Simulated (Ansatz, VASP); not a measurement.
# HgTe: VASP beside Ansatz

POSCAR

```
HgTe
1.0
   -3.0456030000      3.0456030000      1.5594100000
    3.0456030000     -3.0456030000      1.5594100000
    3.0456030000      3.0456030000     -1.5594100000
Hg Te
1 1
Direct
    0.2500000000      0.7500000000      0.5000000000
    0.0000000000      0.0000000000      0.0000000000
```

INCAR.step1

```
ALGO = Normal
EDIFF = 1E-4
ENCUT = 520
GGA = PE
ISMEAR = -1
LASPH = True
LCHARG = False
LREAL = False
LWAVE = True
NBANDS = 16
NELM = 60
PREC = Accurate
SIGMA = 0.05
```

File INCAR.step2:

```
ALGO = Normal
EDIFF = 1E-6
ENCUT = 520
ISIF = 2
ISMEAR = -1
ISTART = 1
LASPH = True
LCHARG = False
LMIXTAU = True
LREAL = False
LWAVE = False
METAGGA = R2SCAN
NBANDS = 16
NELM = 60
PREC = Accurate
SIGMA = 0.05
```

File KPOINTS:

```
k-points
0
Gamma
  8 8 8
```

Input for Ansatz:

```yaml
crystal:
  lattice:
    - [-3.045603, 3.045603, 1.55941]
    - [3.045603, -3.045603, 1.55941]
    - [3.045603, 3.045603, -1.55941]
  atoms:
    - { symbol: Hg, position: [0.25, 0.75, 0.5] }
    - { symbol: Te, position: [0.0, 0.0, 0.0] }
basis:
  ecutwfc: 650.0
kpoints:
  mp_grid:
    grid: [8, 8, 8]
hamiltonian:
  xc: r2scan
scf:
  occupations:
    method: fermi_dirac
    width: 0.05
output:
  forces: true
  stress: true
```

Alike in both runs: task single point; functional r2SCAN; k mesh 8 × 8 × 8; occupations fermi-dirac, width 0.05 eV; no spin polarisation.

```csv
,VASP,Ansatz
version,VASP 6.6.1,Ansatz 0.2.0
potentials or method,"VASP PAW PBE potentials, release 64 (Hg, Te), cutoff 520 eV","plane waves, PAW"
valence electrons in the cell,18,36
```

```csv
,VASP,Ansatz,Ansatz less VASP
pressure (GPa),-1.4,-1.5,-0.10
"traceless stress, the component that is largest in VASP (GPa)",0.68,0.65,-0.028
```

VASP's potentials were made for PBE, not for r2SCAN. VASP's potentials hold 18 valence electrons a cell and Ansatz's 36, so a difference there can come from the potentials and not from the codes.

Spin-orbit coupling is off throughout.
